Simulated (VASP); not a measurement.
# GaN (P6_3mc) in VASP: notebook

The runs below take GaN through relaxation of cell and atoms, with revPBE, BLYP.

Program: VASP 6.6.1. These are calculated values, not measurements. Logs are shortened: lines on timing, memory, paths and dates and some standing lists are left out, and cuts for length are marked.

### 1 The cell of the first run

Symmetry: P6_3mc, No. 186, hexagonal system. Conventional cell: a = 3.180 Å, b = 3.180 Å, c = 5.166 Å, α = 90.00°, β = 90.00°, γ = 120.00°. Ga (site symmetry 3m) has 4 N at 1.94 to 1.95 Å within 2.6 Å. N (site symmetry 3m) has 4 Ga at 1.94 to 1.95 Å within 2.6 Å.

### 2 Relaxation of cell and atoms, revPBE

INCAR reads:

```
ALGO = Normal
EDIFF = 1E-6
EDIFFG = -0.02
ENCUT = 600
GGA = RE
IBRION = 2
ISIF = 3
ISMEAR = -1
LASPH = True
LCHARG = False
LREAL = False
LWAVE = False
NELM = 80
NSW = 80
PREC = Accurate
SIGMA = 0.05
```

KPOINTS reads:

```
k-points
0
Gamma
  7 7 4
```

POSCAR reads:

```
GaN
1.0
    3.1800000000      0.0000000000      0.0000000000
   -1.5900000000      2.7539607840      0.0000000000
    0.0000000000      0.0000000000      5.1660000000
Ga N
2 2
Direct
    0.6666666667      0.3333333333      0.5000000000
    0.3333333333      0.6666666667      0.0000000000
    0.6666666667      0.3333333333      0.8750000000
    0.3333333333      0.6666666667      0.3750000000
```

Potentials or basis: VASP PAW PBE potentials, release 64 (Ga_d, N).

Launch:

```sh
cat potpaw_PBE.64/Ga_d/POTCAR potpaw_PBE.64/N/POTCAR > POTCAR
mpirun -np 1 vasp_std > vasp.out
```

OUTCAR:

```text
EDIFF = 1E-6
   EDIFFG = -0.02
   ENCUT = 600
   GGA = RE
   IBRION = 2
   ISIF = 3
   ISMEAR = -1
   LASPH = True
   LREAL = False
   NELM = 80
   NSW = 80
   PREC = Accurate

 ion  position               nearest neighbor table
   1  0.667  0.333  0.500-   3 1.94   4 1.95   4 1.95   4 1.95
   2  0.333  0.667  0.000-   4 1.94   3 1.95   3 1.95   3 1.95
   3  0.667  0.333  0.875-   1 1.94   2 1.95   2 1.95   2 1.95
   4  0.333  0.667  0.375-   2 1.94   1 1.95   1 1.95   1 1.95

  LATTYP: Found a hexagonal cell.
 ALAT       =     3.1800000000
 C/A-ratio  =     1.6245283019

  Lattice vectors:

 A1 = (   3.1800000000,   0.0000000000,   0.0000000000)
 A2 = (  -1.5900000000,   2.7539607840,   0.0000000000)
 A3 = (   0.0000000000,   0.0000000000,   5.1660000000)

Analysis of symmetry for initial positions (statically):
=====================================================================
 Subroutine PRICEL returns:
 Original cell was already a primitive cell.

 Routine SETGRP: Setting up the symmetry group for a
 hexagonal supercell.

 Subroutine GETGRP returns: Found 12 space group operations
 (whereof  6 operations were pure point group operations)
 out of a pool of 24 trial point group operations.

The static configuration has the point symmetry C_3v.
 The point group associated with its full space group is C_6v.

Analysis of symmetry for dynamics (positions and initial velocities):
=====================================================================
 Subroutine PRICEL returns:
 Original cell was already a primitive cell.

 Routine SETGRP: Setting up the symmetry group for a
 hexagonal supercell.

 Subroutine GETGRP returns: Found 12 space group operations
 (whereof  6 operations were pure point group operations)
 out of a pool of 24 trial point group operations.

The dynamic configuration has the point symmetry C_3v.
 The point group associated with its full space group is C_6v.

 Subroutine INISYM returns: Found 12 space group operations
 (whereof  6 operations are pure point group operations),
 and found     1 'primitive' translations

----------------------------------------------------------------------------------------

                                     Primitive cell

  volume of cell :      45.2417

  direct lattice vectors                    reciprocal lattice vectors
     3.180000000  0.000000000  0.000000000     0.314465409  0.181556688  0.000000000
    -1.590000000  2.753960784  0.000000000     0.000000000  0.363113377  0.000000000
     0.000000000  0.000000000  5.166000000     0.000000000  0.000000000  0.193573364

  length of vectors
     3.180000000  3.180000000  5.166000000     0.363113377  0.363113377  0.193573364

  position of ions in fractional coordinates (direct lattice)
     0.666666667  0.333333333  0.500000000
     0.333333333  0.666666667  0.000000000
     0.666666667  0.333333333  0.875000000
     0.333333333  0.666666667  0.375000000

  ion indices of the primitive-cell ions
   primitive index   ion index
                 1           1
                 2           2
                 3           3
                 4           4

----------------------------------------------------------------------------------------

 KPOINTS: k-points

Automatic generation of k-mesh.
 Grid dimensions read from file:
 generate k-points for:    7    7    4

 Generating k-lattice:

  Cartesian coordinates                     Fractional coordinates (reciprocal lattice)
     0.044923630  0.025936670  0.000000000     0.142857143  0.000000000  0.000000000
     0.000000000  0.051873340  0.000000000     0.000000000  0.142857143  0.000000000
     0.000000000  0.000000000  0.048393341     0.000000000  0.000000000  0.250000000

  Length of vectors
     0.051873340  0.051873340  0.048393341

  Shift w.r.t. Gamma in fractional coordinates (k-lattice)
     0.000000000  0.000000000  0.000000000

 Subroutine IBZKPT returns following result:
 ===========================================

 Found     24 irreducible k-points:

 Following reciprocal coordinates:
            Coordinates               Weight
  0.000000  0.000000  0.000000      1.000000
  0.142857  0.000000  0.000000      6.000000
  0.285714 -0.000000  0.000000      6.000000
  0.428571  0.000000  0.000000      6.000000
  0.142857  0.142857  0.000000      6.000000
  0.285714  0.142857  0.000000     12.000000
[... 16 lines left out ...]
  0.428571  0.142857  0.500000      6.000000
  0.285714  0.285714  0.500000      6.000000
   k-points           NKPTS =     24   k-points in BZ     NKDIM =     24   number of bands    NBANDS=     22
   number of dos      NEDOS =    301   number of ions     NIONS =      4
   total plane-waves  NPLWV =  32928
   dimension x,y,z NGX =    28 NGY =   28 NGZ =   42
   dimension x,y,z NGXF=    56 NGYF=   56 NGZF=   84
   ions per type =               2   2
   NGX,Y,Z   is equivalent  to a cutoff of  14.64, 14.64, 13.52 a.u.
   NGXF,Y,Z  is equivalent  to a cutoff of  29.28, 29.28, 27.03 a.u.
 SYSTEM =  unknown system
   PREC   = accura    normal or accurate (medium, high low for compatibility)
   ISTART =      0    job   : 0-new  1-cont  2-samecut
   ICHARG =      2    charge: 1-file 2-atom 10-const
   ISPIN  =      1    spin polarized calculation?
   LNONCOLLINEAR =      F non collinear calculations
   LSORBIT =      F    spin-orbit coupling
   LASPH  =      T    aspherical Exc in radial PAW
   ENCUT  =  600.0 eV  44.10 Ry    6.64 a.u.   6.35  6.35 10.32*2*pi/ulx,y,z
   NELM   =     80;   NELMIN=  2; NELMDL= -5     # of ELM steps
   EDIFF  = 0.1E-05   stopping-criterion for ELM
   LREAL  =      F    real-space projection
   EDIFFG = -.2E-01   stopping-criterion for IOM
   NSW    =     80    number of steps for IOM
   IBRION =      2    ionic relax: 0-MD 1-quasi-New 2-CG
   NFREE  =      1    steps in history (QN), initial steepest desc. (CG)
   ISIF   =      3    stress and relaxation
   ISYM   =      2    0-nonsym 1-usesym 2-fastsym
   POTIM  = 0.5000    time-step for ionic-motion
   TEBEG  =    0.0;   TEEND  =   0.0 temperature during run
   PSTRESS=    0.0 pullay stress
   NELECT =      36.0000    total number of electrons
   NUPDOWN=      -1.0000    fix difference up-down
   EMIN   =  10.00;   EMAX   =-10.00  energy-range for DOS
   EFERMI =   0.00;   METHOD = LEGACY
   ISMEAR =    -1;   SIGMA  =   0.05  broadening in eV -4-tet -1-fermi 0-gaus
   EFERMI_NEDOS =   21; number of points for ismear=-14 and -15
   IALGO  =     38    algorithm
   IMIX   =      4    mixing-type and parameters
     AMIX     =   0.40;   BMIX     =  1.00
     AMIX_MAG =   1.60;   BMIX_MAG =  1.00
  volume/ion in A,a.u.               =      11.31        76.33
  Fermi-wavevector in a.u.,A,eV,Ry     =   1.517036  2.866782 31.312427  2.301398
  Thomas-Fermi vector in A             =   2.626345
   LORBIT       =      0    0 simple, 1 ext, 2 COOP (PROOUT), +10 PAW based schemes
   GGA     = RE    functional components
   LHFCALC =     F    Hartree Fock is set to
   AEXX    =    0.0000 exact exchange contribution
   IVDW    =     0    specifies the selected vdW correction
   LEPSILON=     F    determine dielectric tensor
   LRPA    =     F    only Hartree local field effects (RPA)
 conjugate gradient relaxation of ions
 non-spin polarized calculation
  energy-cutoff  :      600.00
  volume of cell :       45.24
 maximum number of plane-waves:      1536
 NGX is ok and might be reduce to    28
   NGX = 13   NGY = 13   NGZ = 21

--------------------------------------- Ionic step        1  -------------------------------------------

 number of electron      35.9999995 magnetization

 Free energy of the ion-electron system (eV)
  ---------------------------------------------------
  ext. energy  EPLUGINS =         0.00000000
  ---------------------------------------------------
  free energy    TOTEN  =       -22.86457378 eV

  energy without entropy =      -22.86457378  energy(sigma->0) =      -22.86457378

------------------------ aborting loop because EDIFF is reached ----------------------------------------

  FORCE on cell =-STRESS in cart. coord.  units (eV):
  Direction    XX          YY          ZZ          XY          YZ          ZX
  --------------------------------------------------------------------------------------
  -------------------------------------------------------------------------------------
  Total        2.6375235      2.6375235      3.2327736      0.0000000      0.0000000      0.0000000
  in kB       93.4044670     93.4044670    114.4844740      0.0000000      0.0000000      0.0000000
  external PRESSURE =     100.4311360 kB  Pullay stress =       0.0000000 kB

 VOLUME and BASIS-vectors are now :
 -----------------------------------------------------------------------------
  energy-cutoff  :      600.00
  volume of cell :       45.24
      direct lattice vectors                 reciprocal lattice vectors
     3.180000000  0.000000000  0.000000000     0.314465409  0.181556688  0.000000000
    -1.590000000  2.753960784  0.000000000     0.000000000  0.363113377  0.000000000
     0.000000000  0.000000000  5.166000000     0.000000000  0.000000000  0.193573364
[... 39 lines left out ...]
 POSITION                                       TOTAL-FORCE (eV/Angst)
 -----------------------------------------------------------------------------------
      1.64058      0.94719      2.67681        -0.000000      0.000000      0.049550
     -0.00000      1.89438      5.36052        -0.000000      0.000000      0.049550
      1.64058      0.94719      4.70339         0.000000     -0.000000     -0.049550
     -0.00000      1.89438      2.01968         0.000000     -0.000000     -0.049550
 -----------------------------------------------------------------------------------
    total drift:                               -0.000000     -0.000000      0.001071

  FREE ENERGIE OF THE ION-ELECTRON SYSTEM (eV)
  ---------------------------------------------------
  free  energy   TOTEN  =       -22.8929312402 eV

  energy  without entropy=      -22.8929312002  energy(sigma->0) =      -22.89293122

--------------------------------------- Ionic step        3  -------------------------------------------

 number of electron      36.0000005 magnetization

 Free energy of the ion-electron system (eV)
  ---------------------------------------------------
  ext. energy  EPLUGINS =         0.00000000
  ---------------------------------------------------
  free energy    TOTEN  =       -22.94256958 eV

  energy without entropy =      -22.94256957  energy(sigma->0) =      -22.94256958

 E-fermi :   5.7898     XC(G=0): -11.2806

 val. band max:        4.9422205295   @ k =   0.0000   0.0000   0.0000
 cond. band min:       6.5863068725   @ k =   0.0000   0.0000   0.0000
 fundamental gap:      1.6440863430
 Fermi energy:         5.7897727142

 k-point     1 :       0.0000    0.0000    0.0000
  band No.  band energies     occupation
      1     -10.6927      2.00000
      2      -9.9270      2.00000
      3      -8.4809      2.00000
      4      -8.4666      2.00000
      5      -8.4666      2.00000
      6      -8.4138      2.00000
[... 14 lines left out ...]
     21      13.9397      0.00000
     22      14.6340      0.00000
[... 595 lines left out ...]
 POSITION                                       TOTAL-FORCE (eV/Angst)
 -----------------------------------------------------------------------------------
      1.61752      0.93388      2.63399         0.000000     -0.000000     -0.011839
     -0.00000      1.86775      5.27178         0.000000     -0.000000     -0.011839
      1.61752      0.93388      4.61995        -0.000000      0.000000      0.011839
     -0.00000      1.86775      1.98215        -0.000000      0.000000      0.011839
 -----------------------------------------------------------------------------------
    total drift:                                0.000000      0.000001      0.000146

  FREE ENERGIE OF THE ION-ELECTRON SYSTEM (eV)
  ---------------------------------------------------
  free  energy   TOTEN  =       -22.9425695771 eV

  energy  without entropy=      -22.9425695748  energy(sigma->0) =      -22.94256958

 reached required accuracy - stopping structural energy minimisation
```

It took 91 s on 1 thread of Intel Xeon 6975P-C (Granite Rapids), shared host; peak memory 0.19 GiB.

What came out:

```
Free energy                            : -22.9426 eV
Relaxed volume                         : 11.95 Å³/atom
Relaxed cell                           : a = 3.235 Å, b = 3.235 Å, c = 5.276 Å, α = 90.00°, β = 90.00°, γ = 120.00°
Space group after relaxing (to 0.05 Å) : P6_3mc (No. 186)
Energy gained by relaxing              : 19.5 meV/atom
Ionic steps                            : 3
Pressure after relaxing                : 0.0 GPa
Largest force after relaxing           : 0.012 eV/Å
Band gap on the k mesh                 : 1.64 eV, direct
```

Forces on the atoms (eV/Å):
```
Ga   0.000  0.000 -0.012
Ga   0.000  0.000 -0.012
N    0.000  0.000  0.012
N    0.000  0.000  0.012
```

Stress tensor (GPa, compression positive):
```
 0.05  0.00  0.00
 0.00  0.05  0.00
 0.00  0.00 -0.20
```

The path:
| step | energy change (eV) | largest force (eV/Å) | pressure (GPa) | volume (Å³) |
| --- | --- | --- | --- | --- |
| 1 | 0.0000 | 0.1376 | 10.04 | 45.24 |
| 2 | -0.0284 | 0.0495 | -6.69 | 50.04 |
| 3 | -0.0780 | 0.0118 | -0.03 | 47.81 |

Final structure:
```
Ga N
1.0
     3.23504    0.00000    0.00000
    -1.61752    2.80163    0.00000
     0.00000    0.00000    5.27559
Ga N
2 2
Direct
  0.66667 0.33333 0.49928
  0.33333 0.66667 0.99928
  0.66667 0.33333 0.87572
  0.33333 0.66667 0.37572
```

Caveat: the PAW data sets were made with another functional, which shifts forces and pressure a little.

### 3 Relaxation of cell and atoms, BLYP

INCAR reads:

```
AGGAC    = 1.0          
AGGAX    = 1.0          
ALDAC    = 0.0          
ALDAX    = 1.0          
ALGO     = Normal         # electronic algorithm
EDIFF    = 1E-6           # SCF threshold, eV
EDIFFG   = -0.02          # ionic threshold
ENCUT    = 600            # plane-wave cutoff, eV
GGA      = B5             # functional
IBRION   = 2              # ionic algorithm
ISIF     = 3              # what is computed and relaxed
ISMEAR   = -1             # smearing method
LASPH    = T              # aspherical terms in the spheres
LCHARG   = F              # write CHGCAR
LREAL    = F              # projectors in reciprocal space
LWAVE    = F              # write WAVECAR
NELM     = 60             # most SCF steps
NSW      = 80             # ionic steps
PREC     = Accurate       # precision mode
SIGMA    = 0.05           # smearing width, eV
```

KPOINTS is that of step 2.

POSCAR is that of step 2.

Potentials or basis: VASP PAW PBE potentials, release 64 (Ga_d, N).

Launch:

```sh
cat potpaw_PBE.64/Ga_d/POTCAR potpaw_PBE.64/N/POTCAR > POTCAR
mpirun -np 1 vasp_std > vasp.out
```

Run time: 2.6 min. Hardware: 1 thread of Intel Xeon 6975P-C (Granite Rapids), shared host; peak memory 0.19 GiB.

Results (log left out):

| Quantity | Value |
| --- | --- |
| Free energy | -22.0437 eV |
| Relaxed volume | 12.23 Å³/atom |
| Relaxed cell | a = 3.259 Å, b = 3.259 Å, c = 5.318 Å, α = 90.00°, β = 90.00°, γ = 120.00° |
| Space group after relaxing (to 0.05 Å) | P6_3mc (No. 186) |
| Energy gained by relaxing | 38.2 meV/atom |
| Ionic steps | 3 |
| Pressure after relaxing | -0.2 GPa |
| Band gap on the k mesh | 1.51 eV, direct |

Stress tensor (GPa, compression positive):
```
-0.11  0.00  0.00
 0.00 -0.11  0.00
 0.00  0.00 -0.25
```

Step by step:
```
step  energy change (eV)  largest force (eV/Å)  pressure (GPa)  volume (Å³)
   1              0.0000                0.1333           14.29        45.24
   2             -0.0574                0.0489           -8.66        52.17
   3             -0.1529                0.0011           -0.15        48.91
```

Final structure:
```
Ga N
1.0
     3.25874    0.00000    0.00000
    -1.62937    2.82215    0.00000
     0.00000    0.00000    5.31789
Ga N
2 2
Direct
  0.66667 0.33333 0.49930
  0.33333 0.66667 0.99930
  0.66667 0.33333 0.87570
  0.33333 0.66667 0.37570
```

Levels at points of the mesh, in eV from the valence-band top:
```tsv
k point	band 14	band 15	band 16	band 17	band 18	band 19	band 20	band 21	band 22
(0.00, 0.00, 0.00)	-0.94	-0.94	-0.04	0.00	0.00	1.51	3.85	8.87	9.52
(0.00, 0.00, 0.50)	-3.69	-0.48	-0.48	-0.48	-0.48	3.84	3.84	8.18	8.18
```

Caveat: the PAW data sets were made with another functional, which shifts forces and pressure a little. Zero-point motion and thermal expansion aren't in these numbers.
